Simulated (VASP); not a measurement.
# SiNi (Pmmn) in VASP: a series of runs

Aim: see how the results for SiNi move with the level of theory and the settings. Levels: LDA, BLYP, PBE. Tasks: single point.

All numbers are computed with VASP 6.6.1; they aren't measurements. Logs are shortened: lines on timing, memory, paths and dates and some standing lists are left out, and cuts for length are marked.

## Step 1: The cell of the first run

It takes space group Pmmn (No. 59, orthorhombic). The conventional cell has a = 2.981 Å, b = 3.323 Å, c = 4.739 Å, α = 90.00°, β = 90.00°, γ = 90.00°. Within 3.1 Å of Ni (site symmetry mm2) lie 6 Si at 2.37 to 2.40 Å and 6 Ni at 2.69 to 2.98 Å. Si (site symmetry mm2) has 6 Ni at 2.37 to 2.40 Å and 6 Si at 2.68 to 2.98 Å within 3.1 Å.

## Step 2: Single point, LDA, collinear spin, ferromagnetic start

Contents of INCAR:

```
SYSTEM = SiNi
  PREC = Accurate
  ENCUT = 520
  EDIFF = 1E-6
  ISMEAR = -1
  SIGMA = 0.05
  LREAL = .FALSE.
  LASPH = .TRUE.
  NELM = 150
  ALGO = Normal
  ISIF = 2
  LWAVE = .FALSE.
  LCHARG = .FALSE.
  ISPIN = 2
  MAGMOM = 1 1 0 0
  LORBIT = 11
  LMAXMIX = 4
  GGA = CA
  NBANDS = 26
```

Contents of KPOINTS:

```
Automatic mesh
0
G
  9 8 6
  0 0 0
```

Contents of POSCAR:

```
SiNi
1.0
    2.9814957675      0.0000000000      0.0000000000
    0.0000000000      3.3234926684      0.0000000000
    0.0000000000      0.0000000000      4.7389991708
Ni Si
2 2
Direct
    0.5000000000      0.5000000000      0.3424955900
    0.0000000000      0.0000000000      0.6575044100
    0.5000000000      0.5000000000      0.8431431600
    0.0000000000      0.0000000000      0.1568568400
```

Potentials or basis: VASP PAW LDA potentials, release 64 (Ni, Si).

Launch:

```bash
> cat potpaw_LDA.64/Ni/POTCAR potpaw_LDA.64/Si/POTCAR > POTCAR
> mpirun -np 1 vasp_std > vasp.out
```

OUTCAR:

```text
SYSTEM = SiNi
   PREC = Accurate
   ENCUT = 520
   EDIFF = 1E-6
   ISMEAR = -1
   LREAL = .FALSE.
   LASPH = .TRUE.
   NELM = 150
   ISIF = 2
   ISPIN = 2
   LORBIT = 11
   GGA = CA

 ion  position               nearest neighbor table
   1  0.500  0.500  0.342-   3 2.37   3 2.37   4 2.40   4 2.40   4 2.40   4 2.40   2 2.69   2 2.69
                             2 2.69   2 2.69
   2  0.000  0.000  0.658-   4 2.37   4 2.37   3 2.40   3 2.40   3 2.40   3 2.40   1 2.69   1 2.69
                             1 2.69   1 2.69
   3  0.500  0.500  0.843-   1 2.37   1 2.37   2 2.40   2 2.40   2 2.40   2 2.40   4 2.68   4 2.68
                             4 2.68   4 2.68
   4  0.000  0.000  0.157-   2 2.37   2 2.37   1 2.40   1 2.40   1 2.40   1 2.40   3 2.68   3 2.68
                             3 2.68   3 2.68

  LATTYP: Found a simple orthorhombic cell.
 ALAT       =     2.9814957675
 B/A-ratio  =     1.1147064855
 C/A-ratio  =     1.5894703667

  Lattice vectors:

 A1 = (   2.9814957675,   0.0000000000,   0.0000000000)
 A2 = (   0.0000000000,   3.3234926684,   0.0000000000)
 A3 = (   0.0000000000,   0.0000000000,   4.7389991708)

Analysis of symmetry for initial positions (statically):
=====================================================================
 Subroutine PRICEL returns:
 Original cell was already a primitive cell.

 Routine SETGRP: Setting up the symmetry group for a
 simple orthorhombic supercell.

 Subroutine GETGRP returns: Found  8 space group operations
 (whereof  4 operations were pure point group operations)
 out of a pool of  8 trial point group operations.

The static configuration has the point symmetry C_2v.
 The point group associated with its full space group is D_2h.

Analysis of symmetry for dynamics (positions and initial velocities):
=====================================================================
 Subroutine PRICEL returns:
 Original cell was already a primitive cell.

 Routine SETGRP: Setting up the symmetry group for a
 simple orthorhombic supercell.

 Subroutine GETGRP returns: Found  8 space group operations
 (whereof  4 operations were pure point group operations)
 out of a pool of  8 trial point group operations.

The dynamic configuration has the point symmetry C_2v.
 The point group associated with its full space group is D_2h.

Analysis of structural, dynamic, and magnetic symmetry:
=====================================================================
 Subroutine PRICEL returns:
 Original cell was already a primitive cell.

 Routine SETGRP: Setting up the symmetry group for a
 simple orthorhombic supercell.

 Subroutine GETGRP returns: Found  8 space group operations
 (whereof  4 operations were pure point group operations)
 out of a pool of  8 trial point group operations.

The overall configuration has the point symmetry C_2v.
 The point group associated with its full space group is D_2h.

 Subroutine INISYM returns: Found  8 space group operations
 (whereof  4 operations are pure point group operations),
 and found     1 'primitive' translations

----------------------------------------------------------------------------------------

                                     Primitive cell

  volume of cell :      46.9586

  direct lattice vectors                    reciprocal lattice vectors
     2.981495767  0.000000000  0.000000000     0.335402120  0.000000000  0.000000000
     0.000000000  3.323492668  0.000000000     0.000000000  0.300888282  0.000000000
     0.000000000  0.000000000  4.738999171     0.000000000  0.000000000  0.211015019

  length of vectors
     2.981495767  3.323492668  4.738999171     0.335402120  0.300888282  0.211015019

  position of ions in fractional coordinates (direct lattice)
     0.500000000  0.500000000  0.342495590
     0.000000000  0.000000000  0.657504410
     0.500000000  0.500000000  0.843143160
     0.000000000  0.000000000  0.156856840

  ion indices of the primitive-cell ions
   primitive index   ion index
                 1           1
                 2           2
                 3           3
                 4           4

----------------------------------------------------------------------------------------

 KPOINTS: Automatic mesh

Automatic generation of k-mesh.
 Grid dimensions read from file:
 generate k-points for:    9    8    6

 Generating k-lattice:

  Cartesian coordinates                     Fractional coordinates (reciprocal lattice)
     0.037266902  0.000000000  0.000000000     0.111111111  0.000000000  0.000000000
     0.000000000  0.037611035  0.000000000     0.000000000  0.125000000  0.000000000
     0.000000000  0.000000000  0.035169170     0.000000000  0.000000000  0.166666667

  Length of vectors
     0.037266902  0.037611035  0.035169170

  Shift w.r.t. Gamma in fractional coordinates (k-lattice)
     0.000000000  0.000000000  0.000000000

 Subroutine IBZKPT returns following result:
 ===========================================

 Found    100 irreducible k-points:

 Following reciprocal coordinates:
            Coordinates               Weight
  0.000000  0.000000  0.000000      1.000000
  0.111111  0.000000  0.000000      2.000000
  0.222222  0.000000  0.000000      2.000000
  0.333333  0.000000  0.000000      2.000000
  0.444444  0.000000  0.000000      2.000000
  0.000000  0.125000  0.000000      2.000000
[... 16 lines left out ...]
  0.222222  0.500000  0.000000      2.000000
  0.333333  0.500000  0.000000      2.000000
 [... further k-points ...]
   k-points           NKPTS =    100   k-points in BZ     NKDIM =    100   number of bands    NBANDS=     26
   number of dos      NEDOS =    301   number of ions     NIONS =      4
   total plane-waves  NPLWV =  24192
   dimension x,y,z NGX =    24 NGY =   28 NGZ =   36
   dimension x,y,z NGXF=    48 NGYF=   56 NGZF=   72
   ions per type =               2   2
   NGX,Y,Z   is equivalent  to a cutoff of  13.38, 14.01, 12.63 a.u.
   NGXF,Y,Z  is equivalent  to a cutoff of  26.76, 28.01, 25.26 a.u.
 SYSTEM =  SiNi
   PREC   = accura    normal or accurate (medium, high low for compatibility)
   ISTART =      0    job   : 0-new  1-cont  2-samecut
   ICHARG =      2    charge: 1-file 2-atom 10-const
   ISPIN  =      2    spin polarized calculation?
   LNONCOLLINEAR =      F non collinear calculations
   LSORBIT =      F    spin-orbit coupling
   LASPH  =      T    aspherical Exc in radial PAW
   ENCUT  =  520.0 eV  38.22 Ry    6.18 a.u.   5.54  6.18  8.81*2*pi/ulx,y,z
   NELM   =    150;   NELMIN=  2; NELMDL= -5     # of ELM steps
   EDIFF  = 0.1E-05   stopping-criterion for ELM
   LREAL  =      F    real-space projection
   EDIFFG = 0.1E-04   stopping-criterion for IOM
   NSW    =      0    number of steps for IOM
   IBRION =     -1    ionic relax: 0-MD 1-quasi-New 2-CG
   NFREE  =      0    steps in history (QN), initial steepest desc. (CG)
   ISIF   =      2    stress and relaxation
   ISYM   =      2    0-nonsym 1-usesym 2-fastsym
   POTIM  = 0.5000    time-step for ionic-motion
   TEBEG  =    0.0;   TEEND  =   0.0 temperature during run
   PSTRESS=    0.0 pullay stress
   NELECT =      28.0000    total number of electrons
   NUPDOWN=      -1.0000    fix difference up-down
   EMIN   =  10.00;   EMAX   =-10.00  energy-range for DOS
   EFERMI =   0.00;   METHOD = LEGACY
   ISMEAR =    -1;   SIGMA  =   0.05  broadening in eV -4-tet -1-fermi 0-gaus
   EFERMI_NEDOS =   21; number of points for ismear=-14 and -15
   IALGO  =     38    algorithm
   IMIX   =      4    mixing-type and parameters
     AMIX     =   0.40;   BMIX     =  1.00
     AMIX_MAG =   1.60;   BMIX_MAG =  1.00
  volume/ion in A,a.u.               =      11.74        79.22
  Fermi-wavevector in a.u.,A,eV,Ry     =   1.377915  2.603881 25.832686  1.898649
  Thomas-Fermi vector in A             =   2.503024
   LORBIT       =     11    0 simple, 1 ext, 2 COOP (PROOUT), +10 PAW based schemes
   GGA     = CA    functional components
   LHFCALC =     F    Hartree Fock is set to
   AEXX    =    0.0000 exact exchange contribution
   IVDW    =     0    specifies the selected vdW correction
   LEPSILON=     F    determine dielectric tensor
   LRPA    =     F    only Hartree local field effects (RPA)
 spin polarized calculation
  energy-cutoff  :      520.00
  volume of cell :       46.96
 maximum number of plane-waves:      1287
 NGX is ok and might be reduce to    24
   NGX = 11   NGY = 13   NGZ = 17

 number of electron      27.9999991 magnetization      -0.0000482

 number of electron      27.9999991 magnetization       0.0000616

 Free energy of the ion-electron system (eV)
  ---------------------------------------------------
  ext. energy  EPLUGINS =         0.00000000
  ---------------------------------------------------
  free energy    TOTEN  =       -27.21684440 eV

  energy without entropy =      -27.20796505  energy(sigma->0) =      -27.21240473

 E-fermi :  11.0053     XC(G=0): -12.6125

 val. band max:       10.9623084170   @ k =   0.4444   0.3750   0.5000
 cond. band min:      11.0197159520   @ k =   0.3333   0.3750   0.0000
 fundamental gap:      0.0574075349
 Fermi energy:        11.0053341216

 spin component 1

 k-point     1 :       0.0000    0.0000    0.0000
  band No.  band energies     occupation
      1      -2.7213      1.00000
      2       2.9211      1.00000
      3       4.6063      1.00000
      4       6.9502      1.00000
      5       7.3621      1.00000
      6       8.1298      1.00000
[... 685 lines left out ...]
     25      27.6483      0.00000
     26      27.6483      0.00000

 [... further k-points ...]

 spin component 2

 k-point     1 :       0.0000    0.0000    0.0000
  band No.  band energies     occupation
      1      -2.7213      1.00000
      2       2.9211      1.00000
      3       4.6063      1.00000
      4       6.9502      1.00000
      5       7.3621      1.00000
      6       8.1298      1.00000
[... 685 lines left out ...]
     25      27.6483      0.00000
     26      27.6483      0.00000

 [... further k-points ...]
[... 5 lines left out ...]
  --------------------------------------------------------------------------------------
  -------------------------------------------------------------------------------------
  Total       -2.7453178     -3.0946246     -4.2149250      0.0000000      0.0000000      0.0000000
  in kB      -93.6672232   -105.5851874   -143.8086082      0.0000000      0.0000000      0.0000000
  external PRESSURE =    -114.3536729 kB  Pullay stress =       0.0000000 kB

 VOLUME and BASIS-vectors are now :
 -----------------------------------------------------------------------------
  energy-cutoff  :      520.00
  volume of cell :       46.96
      direct lattice vectors                 reciprocal lattice vectors
     2.981495767  0.000000000  0.000000000     0.335402120  0.000000000  0.000000000
     0.000000000  3.323492668  0.000000000     0.000000000  0.300888282  0.000000000
     0.000000000  0.000000000  4.738999171     0.000000000  0.000000000  0.211015019

 POSITION                                       TOTAL-FORCE (eV/Angst)
 -----------------------------------------------------------------------------------
      1.49075      1.66175      1.62309         0.000000      0.000000     -0.108210
      0.00000      0.00000      3.11591         0.000000      0.000000      0.108210
      1.49075      1.66175      3.99565         0.000000      0.000000     -0.304437
      0.00000      0.00000      0.74334         0.000000      0.000000      0.304437
 -----------------------------------------------------------------------------------
    total drift:                                0.000000      0.000000     -0.000000

  FREE ENERGIE OF THE ION-ELECTRON SYSTEM (eV)
  ---------------------------------------------------
  free  energy   TOTEN  =       -27.2168443990 eV

  energy  without entropy=      -27.2079650536  energy(sigma->0) =      -27.21240473

 total charge

# of ion       s       p       d       tot
------------------------------------------
    1        0.472   0.583   8.476   9.531
    2        0.472   0.583   8.476   9.531
    3        0.757   0.849   0.000   1.606
    4        0.757   0.849   0.000   1.606
--------------------------------------------------
tot          2.456   2.864  16.953  22.273

 magnetization (x)

# of ion       s       p       d       tot
------------------------------------------
    1        0.000   0.000  -0.000  -0.000
    2        0.000   0.000  -0.000  -0.000
    3        0.000   0.000   0.000   0.000
    4        0.000   0.000   0.000   0.000
--------------------------------------------------
tot          0.000   0.000  -0.000  -0.000
```

It took 80 s on 1 thread of Intel Xeon 6975P-C (Granite Rapids), shared host; peak memory 0.27 GiB.

What came out:

```
Free energy                                           : -27.2168 eV
Pressure                                              : -11.4 GPa
Largest force                                         : 0.304 eV/Å
Band gap on the k mesh                                : zero (filled and empty bands overlap)
Net moment                                            : 0.00 μB per cell
Valence electrons inside the program's atomic spheres : Ni 9.53; Si 1.61
```

Forces in eV/Å, atoms in the order of the input:
```
Ni   0.000  0.000 -0.108
Ni   0.000  0.000  0.108
Si   0.000  0.000 -0.304
Si   0.000  0.000  0.304
```

Stress tensor (GPa, compression positive):
```
 -9.37   0.00   0.00
  0.00 -10.56   0.00
  0.00   0.00 -14.38
```

Levels at points of the mesh, in eV from the Fermi level:
Spin up:
| k point | band 10 | band 11 | band 12 | band 13 | band 14 | band 15 | band 16 | band 17 | band 18 | band 19 |
| --- | --- | --- | --- | --- | --- | --- | --- | --- | --- | --- |
| (0.00, 0.00, 0.00) | -2.60 | -2.24 | -1.98 | -1.94 | -1.28 | 1.22 | 2.57 | 4.99 | 5.48 | 6.97 |
| (0.00, 0.50, 0.00) | -2.66 | -2.18 | -2.18 | -2.10 | -2.10 | 1.08 | 1.08 | 4.82 | 4.82 | 7.73 |
| (0.00, 0.00, 0.50) | -2.69 | -2.59 | -2.02 | 1.06 | 1.61 | 1.92 | 2.35 | 2.79 | 3.48 | 4.40 |
| (0.00, 0.50, 0.50) | -2.46 | -1.97 | -1.97 | -1.97 | -1.97 | 5.11 | 5.11 | 5.22 | 5.22 | 7.02 |
Spin down:
```csv
k point,band 11,band 12,band 13,band 14,band 15,band 16,band 17,band 18
"(0.00, 0.00, 0.00)",-2.24,-1.98,-1.94,-1.28,1.22,2.57,4.99,5.48
"(0.00, 0.50, 0.00)",-2.18,-2.18,-2.10,-2.10,1.08,1.08,4.82,4.82
"(0.00, 0.00, 0.50)",-2.59,-2.02,1.06,1.61,1.92,2.35,2.79,3.48
"(0.00, 0.50, 0.50)",-1.97,-1.97,-1.97,-1.97,5.11,5.11,5.22,5.22
```

(Continued in part 2 of 3.)
